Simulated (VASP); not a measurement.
# WS (Fm-3m) in VASP: single point with PBEsol+U

Aim: the single point of WS with PBEsol+U.

Program: VASP 6.6.1. These are calculated values, not measurements. Logs are shortened: lines on timing, memory, paths and dates and some standing lists are left out, and cuts for length are marked.

### Step 1. The cell of the first run

The structure is cubic, space group Fm-3m (No. 225). The conventional cell has a = 4.900 Å, b = 4.900 Å, c = 4.900 Å, α = 90.00°, β = 90.00°, γ = 90.00°. Within 3.2 Å of W (site symmetry m-3m) lie 6 S at 2.45 Å. Within 3.2 Å of S (site symmetry m-3m) lie 6 W at 2.45 Å.

### Step 2. Single point, PBEsol+U, collinear spin

Contents of INCAR:

```
ALGO = Normal
EDIFF = 1E-6
ENCUT = 520
GGA = PS
ISIF = 2
ISMEAR = 0
ISPIN = 2
LASPH = True
LCHARG = True
LDAU = True
LDAUJ = 0 0
LDAUL = 2 -1
LDAUPRINT = 1
LDAUTYPE = 2
LDAUU = 4 0
LELF = True
LMAXMIX = 4
LORBIT = 11
LREAL = False
LVHAR = True
LWAVE = False
MAGMOM = 2.5 0
NBANDS = 21
NELM = 150
PREC = Accurate
SIGMA = 0.05
```

Contents of KPOINTS:

```
k-points
0
Gamma
  14 14 14
```

Contents of POSCAR:

```
WS
1.0
    0.0000000000      2.4499136187      2.4499136187
    2.4499136187      0.0000000000      2.4499136187
    2.4499136187      2.4499136187      0.0000000000
W S
1 1
Direct
    0.0000000000      0.0000000000      0.0000000000
    0.5000000000      0.5000000000      0.5000000000
```

Potentials or basis: VASP PAW PBE potentials, release 64 (W_sv, S).

Started as:

```sh
cat potpaw_PBE.64/W_sv/POTCAR potpaw_PBE.64/S/POTCAR > POTCAR
mpirun -np 1 vasp_std > vasp.out
```

OUTCAR:

```text
EDIFF = 1E-6
   ENCUT = 520
   GGA = PS
   ISIF = 2
   ISMEAR = 0
   ISPIN = 2
   LASPH = True
   LORBIT = 11
   LREAL = False
   NELM = 150
   PREC = Accurate

 ion  position               nearest neighbor table
   1  0.000  0.000  0.000-   2 2.45   2 2.45   2 2.45   2 2.45   2 2.45   2 2.45
   2  0.500  0.500  0.500-   1 2.45   1 2.45   1 2.45   1 2.45   1 2.45   1 2.45

  LATTYP: Found a face centered cubic cell.
 ALAT       =     4.8998272374

  Lattice vectors:

 A1 = (   0.0000000000,   2.4499136187,   2.4499136187)
 A2 = (   2.4499136187,   0.0000000000,   2.4499136187)
 A3 = (   2.4499136187,   2.4499136187,   0.0000000000)

Analysis of symmetry for initial positions (statically):
=====================================================================
 Subroutine PRICEL returns:
 Original cell was already a primitive cell.

 Routine SETGRP: Setting up the symmetry group for a
 face centered cubic supercell.

 Subroutine GETGRP returns: Found 48 space group operations
 (whereof 48 operations were pure point group operations)
 out of a pool of 48 trial point group operations.

The static configuration has the point symmetry O_h .

Analysis of symmetry for dynamics (positions and initial velocities):
=====================================================================
 Subroutine PRICEL returns:
 Original cell was already a primitive cell.

 Routine SETGRP: Setting up the symmetry group for a
 face centered cubic supercell.

 Subroutine GETGRP returns: Found 48 space group operations
 (whereof 48 operations were pure point group operations)
 out of a pool of 48 trial point group operations.

The dynamic configuration has the point symmetry O_h .

Analysis of structural, dynamic, and magnetic symmetry:
=====================================================================
 Subroutine PRICEL returns:
 Original cell was already a primitive cell.

 Routine SETGRP: Setting up the symmetry group for a
 face centered cubic supercell.

 Subroutine GETGRP returns: Found 48 space group operations
 (whereof 48 operations were pure point group operations)
 out of a pool of 48 trial point group operations.

The overall configuration has the point symmetry O_h .

 Subroutine INISYM returns: Found 48 space group operations
 (whereof 48 operations are pure point group operations),
 and found     1 'primitive' translations

----------------------------------------------------------------------------------------

                                     Primitive cell

  volume of cell :      29.4091

  direct lattice vectors                    reciprocal lattice vectors
     0.000000000  2.449913619  2.449913619    -0.204088828  0.204088828  0.204088828
     2.449913619  0.000000000  2.449913619     0.204088828 -0.204088828  0.204088828
     2.449913619  2.449913619  0.000000000     0.204088828  0.204088828 -0.204088828

  length of vectors
     3.464701066  3.464701066  3.464701066     0.353492220  0.353492220  0.353492220

  position of ions in fractional coordinates (direct lattice)
     0.000000000  0.000000000  0.000000000
     0.500000000  0.500000000  0.500000000

  ion indices of the primitive-cell ions
   primitive index   ion index
                 1           1
                 2           2

----------------------------------------------------------------------------------------

 KPOINTS: k-points

Automatic generation of k-mesh.
 Grid dimensions read from file:
 generate k-points for:   14   14   14

 Generating k-lattice:

  Cartesian coordinates                     Fractional coordinates (reciprocal lattice)
    -0.014577773  0.014577773  0.014577773     0.071428571  0.000000000  0.000000000
     0.014577773 -0.014577773  0.014577773     0.000000000  0.071428571  0.000000000
     0.014577773  0.014577773 -0.014577773     0.000000000  0.000000000  0.071428571

  Length of vectors
     0.025249444  0.025249444  0.025249444

  Shift w.r.t. Gamma in fractional coordinates (k-lattice)
     0.000000000  0.000000000  0.000000000

 Subroutine IBZKPT returns following result:
 ===========================================

 Found    104 irreducible k-points:

 Following reciprocal coordinates:
            Coordinates               Weight
  0.000000  0.000000  0.000000      1.000000
  0.071429  0.000000  0.000000      8.000000
  0.142857  0.000000  0.000000      8.000000
  0.214286  0.000000  0.000000      8.000000
  0.285714  0.000000  0.000000      8.000000
  0.357143  0.000000  0.000000      8.000000
[... 16 lines left out ...]
  0.214286  0.142857  0.000000     24.000000
  0.285714  0.142857  0.000000     24.000000
 [... further k-points ...]
   k-points           NKPTS =    104   k-points in BZ     NKDIM =    104   number of bands    NBANDS=     21
   number of dos      NEDOS =    301   number of ions     NIONS =      2
   total plane-waves  NPLWV =  21952
   dimension x,y,z NGX =    28 NGY =   28 NGZ =   28
   dimension x,y,z NGXF=    56 NGYF=   56 NGZF=   56
   ions per type =               1   1
   NGX,Y,Z   is equivalent  to a cutoff of  13.44, 13.44, 13.44 a.u.
   NGXF,Y,Z  is equivalent  to a cutoff of  26.87, 26.87, 26.87 a.u.
 SYSTEM =  unknown system
   PREC   = accura    normal or accurate (medium, high low for compatibility)
   ISTART =      0    job   : 0-new  1-cont  2-samecut
   ICHARG =      2    charge: 1-file 2-atom 10-const
   ISPIN  =      2    spin polarized calculation?
   LNONCOLLINEAR =      F non collinear calculations
   LSORBIT =      F    spin-orbit coupling
   LASPH  =      T    aspherical Exc in radial PAW
   ENCUT  =  520.0 eV  38.22 Ry    6.18 a.u.   6.44  6.44  6.44*2*pi/ulx,y,z
   NELM   =    150;   NELMIN=  2; NELMDL= -5     # of ELM steps
   EDIFF  = 0.1E-05   stopping-criterion for ELM
   LREAL  =      F    real-space projection
   EDIFFG = 0.1E-04   stopping-criterion for IOM
   NSW    =      0    number of steps for IOM
   IBRION =     -1    ionic relax: 0-MD 1-quasi-New 2-CG
   NFREE  =      0    steps in history (QN), initial steepest desc. (CG)
   ISIF   =      2    stress and relaxation
   ISYM   =      2    0-nonsym 1-usesym 2-fastsym
   POTIM  = 0.5000    time-step for ionic-motion
   TEBEG  =    0.0;   TEEND  =   0.0 temperature during run
   PSTRESS=    0.0 pullay stress
   NELECT =      20.0000    total number of electrons
   NUPDOWN=      -1.0000    fix difference up-down
   EMIN   =  10.00;   EMAX   =-10.00  energy-range for DOS
   EFERMI =   0.00;   METHOD = LEGACY
   ISMEAR =     0;   SIGMA  =   0.05  broadening in eV -4-tet -1-fermi 0-gaus
   EFERMI_NEDOS =   21; number of points for ismear=-14 and -15
   IALGO  =     38    algorithm
   IMIX   =      4    mixing-type and parameters
     AMIX     =   0.40;   BMIX     =  1.00
     AMIX_MAG =   1.60;   BMIX_MAG =  1.00
  volume/ion in A,a.u.               =      14.70        99.23
  Fermi-wavevector in a.u.,A,eV,Ry     =   1.439652  2.720547 28.199389  2.072597
  Thomas-Fermi vector in A             =   2.558483
   LORBIT       =     11    0 simple, 1 ext, 2 COOP (PROOUT), +10 PAW based schemes
 LDA+U is selected, type is set to LDAUTYPE =  2
   angular momentum for each species LDAUL =     2   -1
   U (eV)           for each species LDAUU =   4.0  0.0
   J (eV)           for each species LDAUJ =   0.0  0.0
   GGA     = PS    functional components
   LHFCALC =     F    Hartree Fock is set to
   AEXX    =    0.0000 exact exchange contribution
   IVDW    =     0    specifies the selected vdW correction
   LEPSILON=     F    determine dielectric tensor
   LRPA    =     F    only Hartree local field effects (RPA)
 spin polarized calculation
 Gauss-broadening in eV      SIGMA  =   0.05
  energy-cutoff  :      520.00
  volume of cell :       29.41
 maximum number of plane-waves:       808
 NGX is ok and might be reduce to    28
   NGX = 13   NGY = 13   NGZ = 13

atom =   1  type =  1  l = 2

 onsite density matrix

spin component  1

  0.7385  0.0000 -0.0000 -0.0000 -0.0000
  0.0000  0.7385  0.0000 -0.0000 -0.0000
 -0.0000  0.0000  0.3255  0.0000 -0.0000
 -0.0000 -0.0000  0.0000  0.7385  0.0000
 -0.0000 -0.0000 -0.0000  0.0000  0.3255

spin component  2

  0.1490  0.0000 -0.0000 -0.0000 -0.0000
  0.0000  0.1490  0.0000 -0.0000 -0.0000
 -0.0000  0.0000  0.1750 -0.0000 -0.0000
 -0.0000 -0.0000 -0.0000  0.1490  0.0000
 -0.0000 -0.0000 -0.0000  0.0000  0.1750

 occupancies and eigenvectors

  o =  0.1490  v =  0.0000  0.0000  0.0000  0.0000  0.0000  1.0000  0.0000  0.0000  0.0000  0.0000      0.0000  0.0000  0.0000  0.0000  0.0000  0.0000  0.0000  0.0000  0.0000  0.0000
  o =  0.1490  v =  0.0000  0.0000  0.0000  0.0000  0.0000  0.0000 -0.5784  0.0000 -0.8158 -0.0000      0.0000  0.0000  0.0000  0.0000  0.0000  0.0000  0.0000  0.0000  0.0000  0.0000
  o =  0.1490  v =  0.0000  0.0000  0.0000  0.0000  0.0000  0.0000 -0.8158 -0.0000  0.5784 -0.0000      0.0000  0.0000  0.0000  0.0000  0.0000  0.0000  0.0000  0.0000  0.0000  0.0000
  o =  0.1750  v =  0.0000  0.0000  0.0000  0.0000  0.0000  0.0000  0.0000 -1.0000 -0.0000  0.0067      0.0000  0.0000  0.0000  0.0000  0.0000  0.0000  0.0000  0.0000  0.0000  0.0000
  o =  0.1750  v =  0.0000  0.0000  0.0000  0.0000  0.0000  0.0000 -0.0000  0.0067 -0.0000  1.0000      0.0000  0.0000  0.0000  0.0000  0.0000  0.0000  0.0000  0.0000  0.0000  0.0000
  o =  0.3255  v =  0.0000  0.0000 -0.9991  0.0000 -0.0421  0.0000  0.0000  0.0000  0.0000  0.0000      0.0000  0.0000  0.0000  0.0000  0.0000  0.0000  0.0000  0.0000  0.0000  0.0000
  o =  0.3255  v =  0.0000 -0.0000 -0.0421  0.0000  0.9991  0.0000  0.0000  0.0000  0.0000  0.0000      0.0000  0.0000  0.0000  0.0000  0.0000  0.0000  0.0000  0.0000  0.0000  0.0000
  o =  0.7385  v =  1.0000  0.0000  0.0000  0.0000  0.0000  0.0000  0.0000  0.0000  0.0000  0.0000      0.0000  0.0000  0.0000  0.0000  0.0000  0.0000  0.0000  0.0000  0.0000  0.0000
  o =  0.7385  v =  0.0000  0.8358 -0.0000 -0.5491 -0.0000  0.0000  0.0000  0.0000  0.0000  0.0000      0.0000  0.0000  0.0000  0.0000  0.0000  0.0000  0.0000  0.0000  0.0000  0.0000
  o =  0.7385  v =  0.0000  0.5491  0.0000  0.8358 -0.0000  0.0000  0.0000  0.0000  0.0000  0.0000      0.0000  0.0000  0.0000  0.0000  0.0000  0.0000  0.0000  0.0000  0.0000  0.0000

 number of electron      20.0000000 magnetization       2.4869176

 Free energy of the ion-electron system (eV)
  ---------------------------------------------------
  ext. energy  EPLUGINS =         0.00000000
  ---------------------------------------------------
  free energy    TOTEN  =       -12.53821935 eV

  energy without entropy =      -12.53689202  energy(sigma->0) =      -12.53755568

 E-fermi :  11.6764     XC(G=0): -12.7470

 val. band max:       11.6710454285   @ k =  -0.4286   0.4286   0.0714
 cond. band min:      11.6773054137   @ k =   0.2143   0.0714   0.0000
 fundamental gap:      0.0062599852
 Fermi energy:        11.6764364427

 spin component 1

 k-point     1 :       0.0000    0.0000    0.0000
  band No.  band energies     occupation
      1     -63.0681      1.00000
      2     -27.4897      1.00000
      3     -27.4897      1.00000
      4     -27.4896      1.00000
      5      -5.8609      1.00000
      6       7.6820      1.00000
[... 13 lines left out ...]
     20      28.7927      0.00000
     21      28.7927      0.00000
[... 529 lines left out ...]
 k-point    24 :       0.2857    0.1429    0.0000
  band No.  band energies     occupation
      1     -63.0635      1.00000
      2     -27.5934      1.00000
      3     -27.5170      1.00000
      4     -27.5137      1.00000
      5      -4.7415      1.00000
      6       3.8405      1.00000
[... 13 lines left out ...]
     20      28.5336      0.00000
     21      30.3321      0.00000

 [... further k-points ...]

 spin component 2

 k-point     1 :       0.0000    0.0000    0.0000
  band No.  band energies     occupation
      1     -62.1170      1.00000
      2     -26.2158      1.00000
      3     -26.2158      1.00000
      4     -26.2158      1.00000
      5      -5.5571      1.00000
      6       8.3558      1.00000
[... 13 lines left out ...]
     20      30.0000      0.00000
     21      30.0000      0.00000
[... 529 lines left out ...]
 k-point    24 :       0.2857    0.1429    0.0000
  band No.  band energies     occupation
      1     -62.1126      1.00000
      2     -26.3208      1.00000
      3     -26.2430      1.00000
      4     -26.2394      1.00000
      5      -4.4805      1.00000
      6       4.5140      1.00000
[... 13 lines left out ...]
     20      29.3415      0.00000
     21      31.2740      0.00000

 [... further k-points ...]
[... 5 lines left out ...]
  --------------------------------------------------------------------------------------
  -------------------------------------------------------------------------------------
  Total        4.6341620      4.6341620      4.6341620      0.0000000     -0.0000000      0.0000000
  in kB      252.4640160    252.4640160    252.4640160      0.0000000     -0.0000000      0.0000000
  external PRESSURE =     252.4640160 kB  Pullay stress =       0.0000000 kB

 VOLUME and BASIS-vectors are now :
 -----------------------------------------------------------------------------
  energy-cutoff  :      520.00
  volume of cell :       29.41
      direct lattice vectors                 reciprocal lattice vectors
     0.000000000  2.449913619  2.449913619    -0.204088828  0.204088828  0.204088828
     2.449913619  0.000000000  2.449913619     0.204088828 -0.204088828  0.204088828
     2.449913619  2.449913619  0.000000000     0.204088828  0.204088828 -0.204088828

 POSITION                                       TOTAL-FORCE (eV/Angst)
 -----------------------------------------------------------------------------------
      0.00000      0.00000      0.00000         0.000000     -0.000000     -0.000000
      2.44991      2.44991      2.44991        -0.000000      0.000000      0.000000
 -----------------------------------------------------------------------------------
    total drift:                               -0.000000      0.000000      0.000000

  FREE ENERGIE OF THE ION-ELECTRON SYSTEM (eV)
  ---------------------------------------------------
  free  energy   TOTEN  =       -12.5382193455 eV

  energy  without entropy=      -12.5368920226  energy(sigma->0) =      -12.53755568

 total charge

# of ion       s       p       d       tot
------------------------------------------
    1        2.289   6.198   3.610  12.097
    2        1.295   2.485   0.000   3.780
--------------------------------------------------
tot          3.584   8.683   3.610  15.877

 magnetization (x)

# of ion       s       p       d       tot
------------------------------------------
    1        0.067   0.012   2.048   2.128
    2        0.000   0.008   0.000   0.008
--------------------------------------------------
tot          0.068   0.020   2.048   2.136
```

Wall time 88 s (1 thread of Intel Xeon 6975P-C (Granite Rapids), shared host); peak memory 0.24 GiB.

What came out:

- Free energy: -12.5382 eV
- Pressure: 25.2 GPa
- Net moment: 2.49 μB per cell
- Site moments: W +2.13; S +0.01 μB
- Valence electrons inside the program's atomic spheres: W 12.10; S 3.78

Eigenvalues of the final occupation matrices:
| site | spin | trace | eigenvalues |
| --- | --- | --- | --- |
| site 1 d | 1 | 2.87 | 0.33 0.33 0.74 0.74 0.74 |
| site 1 d | 2 | 0.80 | 0.15 0.15 0.15 0.17 0.17 |

Caveat: the cell stands under pressure; the PAW data sets were made with another functional, which shifts forces and pressure a little; spin-orbit coupling is left out, which moves the levels of the heavy elements.
